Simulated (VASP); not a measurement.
# FeSi (P2_13) in VASP: density of states with PBE

Aim: the density of states of FeSi with PBE.

Program: VASP 6.6.1. These are calculated values, not measurements. Logs are shortened: lines on timing, memory, paths and dates and some standing lists are left out, and cuts for length are marked.

## Step 1: The cell of the first run

Symmetry: P2_13, No. 198, cubic system. Conventional cell: a = 4.448 Å, b = 4.448 Å, c = 4.448 Å, α = 90.00°, β = 90.00°, γ = 90.00°. Fe (site symmetry 3) has 7 Si at 2.27 to 2.50 Å and 6 Fe at 2.73 Å within 3.0 Å. Within 3.0 Å of Si (site symmetry 3) lie 7 Fe at 2.27 to 2.50 Å and 6 Si at 2.76 Å.

## Step 2: Density of states, PBE

POSCAR

```
FeSi
1.0
    4.4480502174      0.0000000000      0.0000000000
    0.0000000000      4.4480502174      0.0000000000
    0.0000000000      0.0000000000      4.4480502174
Fe Si
4 4
Direct
    0.1360013812      0.1360013812      0.1360013812
    0.3639986188      0.8639986188      0.6360013812
    0.6360013812      0.3639986188      0.8639986188
    0.8639986188      0.6360013812      0.3639986188
    0.8407293038      0.8407293038      0.8407293038
    0.6592706962      0.1592706962      0.3407293038
    0.3407293038      0.6592706962      0.1592706962
    0.1592706962      0.3407293038      0.6592706962
```

INCAR.step1

```
PREC = Accurate ; ENCUT = 520
EDIFF = 1E-7 ; ISMEAR = 0
SIGMA = 0.05 ; LREAL = F
LASPH = T ; NELM = 60
ALGO = Normal ; ISIF = 2
LWAVE = F ; LCHARG = T
LMAXMIX = 4 ; GGA = PE
NBANDS = 34
```

KPOINTS.step1

```
Automatic mesh
0
Gamma
  8 8 8
```

INCAR.step2

```
PREC = Accurate ; ENCUT = 520
EDIFF = 1E-7 ; ISMEAR = -5
SIGMA = 0.05 ; LREAL = F
LASPH = T ; NELM = 60
ALGO = Normal ; ISIF = 2
LWAVE = F ; LCHARG = F
LMAXMIX = 4 ; GGA = PE
LORBIT = 11 ; NEDOS = 2001
ICHARG = 11
```

KPOINTS.step2

```
Automatic mesh
0
Gamma
  12 12 12
```

Potentials or basis: VASP PAW PBE potentials, release 64 (Fe, Si).

Command:

```
> cat potpaw_PBE.64/Fe/POTCAR potpaw_PBE.64/Si/POTCAR > POTCAR
> cp INCAR.step1 INCAR
> cp KPOINTS.step1 KPOINTS
> mpirun -np 1 vasp_std > vasp.out
> cp INCAR.step2 INCAR
> cp KPOINTS.step2 KPOINTS
> mpirun -np 1 vasp_std > vasp.out
```

OUTCAR:

```text
PREC = Accurate
   ENCUT = 520
   EDIFF = 1E-7
   ISMEAR = -5
   LREAL = F
   LASPH = T
   NELM = 60
   ISIF = 2
   GGA = PE
   LORBIT = 11
   ICHARG = 11

 ion  position               nearest neighbor table
   1  0.136  0.136  0.136-   5 2.27   6 2.31   7 2.31   8 2.31   7 2.50   8 2.50   6 2.50   3 2.73
                             4 2.73   2 2.73   2 2.73   4 2.73   3 2.73
   2  0.364  0.864  0.636-   6 2.27   5 2.31   7 2.31   8 2.31   7 2.50   8 2.50   5 2.50   1 2.73
                             1 2.73   3 2.73   3 2.73   4 2.73   4 2.73
   3  0.636  0.364  0.864-   7 2.27   6 2.31   5 2.31   8 2.31   8 2.50   6 2.50   5 2.50   1 2.73
                             4 2.73   2 2.73   2 2.73   4 2.73   1 2.73
   4  0.864  0.636  0.364-   8 2.27   6 2.31   7 2.31   5 2.31   6 2.50   5 2.50   7 2.50   1 2.73
                             3 2.73   2 2.73   1 2.73   2 2.73   3 2.73
   5  0.841  0.841  0.841-   1 2.27   2 2.31   3 2.31   4 2.31   3 2.50   4 2.50   2 2.50   6 2.76
                             7 2.76   8 2.76   6 2.76   8 2.76   7 2.76
   6  0.659  0.159  0.341-   2 2.27   1 2.31   3 2.31   4 2.31   3 2.50   4 2.50   1 2.50   8 2.76
                             5 2.76   5 2.76   7 2.76   7 2.76   8 2.76
   7  0.341  0.659  0.159-   3 2.27   2 2.31   1 2.31   4 2.31   4 2.50   2 2.50   1 2.50   8 2.76
                             5 2.76   8 2.76   6 2.76   6 2.76   5 2.76
   8  0.159  0.341  0.659-   4 2.27   2 2.31   3 2.31   1 2.31   2 2.50   1 2.50   3 2.50   7 2.76
                             5 2.76   7 2.76   5 2.76   6 2.76   6 2.76

  LATTYP: Found a simple cubic cell.
 ALAT       =     4.4480502174

  Lattice vectors:

 A1 = (   4.4480502174,   0.0000000000,   0.0000000000)
 A2 = (   0.0000000000,   4.4480502174,   0.0000000000)
 A3 = (   0.0000000000,   0.0000000000,   4.4480502174)

Analysis of symmetry for initial positions (statically):
=====================================================================
 Subroutine PRICEL returns:
 Original cell was already a primitive cell.

 Routine SETGRP: Setting up the symmetry group for a
 simple cubic supercell.

 Subroutine GETGRP returns: Found 12 space group operations
 (whereof  3 operations were pure point group operations)
 out of a pool of 48 trial point group operations.

The static configuration has the point symmetry C_3 .
 The point group associated with its full space group is T   .

Analysis of symmetry for dynamics (positions and initial velocities):
=====================================================================
 Subroutine PRICEL returns:
 Original cell was already a primitive cell.

 Routine SETGRP: Setting up the symmetry group for a
 simple cubic supercell.

 Subroutine GETGRP returns: Found 12 space group operations
 (whereof  3 operations were pure point group operations)
 out of a pool of 48 trial point group operations.

The dynamic configuration has the point symmetry C_3 .
 The point group associated with its full space group is T   .

 Subroutine INISYM returns: Found 12 space group operations
 (whereof  3 operations are pure point group operations),
 and found     1 'primitive' translations

----------------------------------------------------------------------------------------

                                     Primitive cell

  volume of cell :      88.0053

  direct lattice vectors                    reciprocal lattice vectors
     4.448050217  0.000000000  0.000000000     0.224817606  0.000000000  0.000000000
     0.000000000  4.448050217  0.000000000     0.000000000  0.224817606  0.000000000
     0.000000000  0.000000000  4.448050217     0.000000000  0.000000000  0.224817606

  length of vectors
     4.448050217  4.448050217  4.448050217     0.224817606  0.224817606  0.224817606

  position of ions in fractional coordinates (direct lattice)
     0.136001381  0.136001381  0.136001381
     0.363998619  0.863998619  0.636001381
     0.636001381  0.363998619  0.863998619
     0.863998619  0.636001381  0.363998619
     0.840729304  0.840729304  0.840729304
     0.659270696  0.159270696  0.340729304
     0.340729304  0.659270696  0.159270696
     0.159270696  0.340729304  0.659270696

  ion indices of the primitive-cell ions
   primitive index   ion index
                 1           1
                 2           2
                 3           3
                 4           4
                 5           5
                 6           6
                 7           7
                 8           8

----------------------------------------------------------------------------------------

 KPOINTS: Automatic mesh

Automatic generation of k-mesh.
 Grid dimensions read from file:
 generate k-points for:   12   12   12

 Generating k-lattice:

  Cartesian coordinates                     Fractional coordinates (reciprocal lattice)
     0.018734800  0.000000000  0.000000000     0.083333333  0.000000000  0.000000000
     0.000000000  0.018734800  0.000000000     0.000000000  0.083333333  0.000000000
     0.000000000  0.000000000  0.018734800     0.000000000  0.000000000  0.083333333

  Length of vectors
     0.018734800  0.018734800  0.018734800

  Shift w.r.t. Gamma in fractional coordinates (k-lattice)
     0.000000000  0.000000000  0.000000000

 TETIRR: Found   1645 inequivalent tetrahedra from    10368

 Subroutine IBZKPT returns following result:
 ===========================================

 Found    119 irreducible k-points:

 Following reciprocal coordinates:
            Coordinates               Weight
  0.000000  0.000000  0.000000      1.000000
  0.083333  0.000000  0.000000      6.000000
  0.166667  0.000000  0.000000      6.000000
  0.250000  0.000000  0.000000      6.000000
  0.333333  0.000000  0.000000      6.000000
  0.416667  0.000000  0.000000      6.000000
[... 16 lines left out ...]
 -0.166667  0.333333  0.000000     12.000000
  0.416667  0.166667  0.000000     12.000000
 [... further k-points ...]
   k-points           NKPTS =    119   k-points in BZ     NKDIM =    119   number of bands    NBANDS=     29
   number of dos      NEDOS =   2001   number of ions     NIONS =      8
   total plane-waves  NPLWV =  46656
   dimension x,y,z NGX =    36 NGY =   36 NGZ =   36
   dimension x,y,z NGXF=    72 NGYF=   72 NGZF=   72
   ions per type =               4   4
   NGX,Y,Z   is equivalent  to a cutoff of  13.46, 13.46, 13.46 a.u.
   NGXF,Y,Z  is equivalent  to a cutoff of  26.91, 26.91, 26.91 a.u.
 SYSTEM =  unknown system
   PREC   = accura    normal or accurate (medium, high low for compatibility)
   ISTART =      0    job   : 0-new  1-cont  2-samecut
   ICHARG =     11    charge: 1-file 2-atom 10-const
   ISPIN  =      1    spin polarized calculation?
   LNONCOLLINEAR =      F non collinear calculations
   LSORBIT =      F    spin-orbit coupling
   LASPH  =      T    aspherical Exc in radial PAW
   ENCUT  =  520.0 eV  38.22 Ry    6.18 a.u.   8.27  8.27  8.27*2*pi/ulx,y,z
   NELM   =     60;   NELMIN=  2; NELMDL=  0     # of ELM steps
   EDIFF  = 0.1E-06   stopping-criterion for ELM
   LREAL  =      F    real-space projection
   EDIFFG = 0.1E-05   stopping-criterion for IOM
   NSW    =      0    number of steps for IOM
   IBRION =     -1    ionic relax: 0-MD 1-quasi-New 2-CG
   NFREE  =      0    steps in history (QN), initial steepest desc. (CG)
   ISIF   =      2    stress and relaxation
   ISYM   =      2    0-nonsym 1-usesym 2-fastsym
   POTIM  = 0.5000    time-step for ionic-motion
   TEBEG  =    0.0;   TEEND  =   0.0 temperature during run
   PSTRESS=    0.0 pullay stress
   NELECT =      48.0000    total number of electrons
   NUPDOWN=      -1.0000    fix difference up-down
   EMIN   =  10.00;   EMAX   =-10.00  energy-range for DOS
   EFERMI =   0.00;   METHOD = LEGACY
   ISMEAR =    -5;   SIGMA  =   0.05  broadening in eV -4-tet -1-fermi 0-gaus
   EFERMI_NEDOS =   21; number of points for ismear=-14 and -15
   IALGO  =     38    algorithm
   IMIX   =      4    mixing-type and parameters
     AMIX     =   0.40;   BMIX     =  1.00
     AMIX_MAG =   1.60;   BMIX_MAG =  1.00
  volume/ion in A,a.u.               =      11.00        74.24
  Fermi-wavevector in a.u.,A,eV,Ry     =   1.337577  2.527655 24.342361  1.789113
  Thomas-Fermi vector in A             =   2.466115
   LORBIT       =     11    0 simple, 1 ext, 2 COOP (PROOUT), +10 PAW based schemes
   GGA     = PE    functional components
   LHFCALC =     F    Hartree Fock is set to
   AEXX    =    0.0000 exact exchange contribution
   IVDW    =     0    specifies the selected vdW correction
   LEPSILON=     F    determine dielectric tensor
   LRPA    =     F    only Hartree local field effects (RPA)
 non-spin polarized calculation
 Fermi weights with tetrahedron method with Bloechl corrections
  energy-cutoff  :      520.00
  volume of cell :       88.01
 maximum number of plane-waves:      2401
 NGX is ok and might be reduce to    36

 number of electron      48.0000013 magnetization

 Free energy of the ion-electron system (eV)
  ---------------------------------------------------
  ext. energy  EPLUGINS =         0.00000000
  ---------------------------------------------------
  free energy    TOTEN  =       -58.78218838 eV

  energy without entropy =      -58.78218838  energy(sigma->0) =      -58.78218838

 E-fermi :   9.7290     XC(G=0): -12.7989

 val. band max:        9.7285015255   @ k =   0.2500   0.0833   0.0833
 cond. band min:       9.8828518038   @ k =   0.2500   0.2500   0.0000
 fundamental gap:      0.1543502783
 Fermi energy:         9.7289807678

 k-point     1 :       0.0000    0.0000    0.0000
  band No.  band energies     occupation
      1      -3.5184      2.00000
      2       1.8369      2.00000
      3       1.8369      2.00000
      4       1.8369      2.00000
      5       4.6738      2.00000
      6       4.6738      2.00000
[... 757 lines left out ...]
     28      11.8817      0.00000
     29      12.0238      0.00000

 [... further k-points ...]
[... 5 lines left out ...]
  --------------------------------------------------------------------------------------
  -------------------------------------------------------------------------------------
  Total        0.0738081      0.0738081      0.0738081      0.0000000      0.0000000     -0.0000000
  in kB        1.3437106      1.3437106      1.3437106      0.0000000      0.0000000     -0.0000000
  external PRESSURE =       1.3437106 kB  Pullay stress =       0.0000000 kB

 VOLUME and BASIS-vectors are now :
 -----------------------------------------------------------------------------
  energy-cutoff  :      520.00
  volume of cell :       88.01
      direct lattice vectors                 reciprocal lattice vectors
     4.448050217  0.000000000  0.000000000     0.224817606  0.000000000  0.000000000
     0.000000000  4.448050217  0.000000000     0.000000000  0.224817606  0.000000000
     0.000000000  0.000000000  4.448050217     0.000000000  0.000000000  0.224817606

 POSITION                                       TOTAL-FORCE (eV/Angst)
 -----------------------------------------------------------------------------------
      0.60494      0.60494      0.60494         0.019915      0.019915      0.019915
      1.61908      3.84311      2.82897        -0.019915     -0.019915      0.019915
      2.82897      1.61908      3.84311         0.019915     -0.019915     -0.019915
      3.84311      2.82897      1.61908        -0.019915      0.019915     -0.019915
      3.73961      3.73961      3.73961         0.000319      0.000319      0.000319
      2.93247      0.70844      1.51558        -0.000319     -0.000319      0.000319
      1.51558      2.93247      0.70844         0.000319     -0.000319     -0.000319
      0.70844      1.51558      2.93247        -0.000319      0.000319     -0.000319
 -----------------------------------------------------------------------------------
    total drift:                               -0.000001     -0.000001     -0.000000

  FREE ENERGIE OF THE ION-ELECTRON SYSTEM (eV)
  ---------------------------------------------------
  free  energy   TOTEN  =       -58.7821883826 eV

  energy  without entropy=      -58.7821883826  energy(sigma->0) =      -58.78218838

 total charge

# of ion       s       p       d       tot
------------------------------------------
    1        0.440   0.646   6.569   7.655
    2        0.440   0.646   6.569   7.655
    3        0.440   0.646   6.569   7.655
    4        0.440   0.646   6.569   7.655
    5        0.737   0.899   0.000   1.636
    6        0.737   0.899   0.000   1.636
    7        0.737   0.899   0.000   1.636
    8        0.737   0.899   0.000   1.636
--------------------------------------------------
tot          4.709   6.183  26.275  37.167
```

Run time: 2.8 min. Hardware: 1 thread of Intel Xeon 6975P-C (Granite Rapids), shared host; peak memory 0.37 GiB.

What came out:

```yaml
Valence_electrons_inside_the_program's_atomic_spheres: Fe 7.66; Si 1.64
```

Spin polarisation is off, so any magnetic state and its effect on volume and gap are missing.
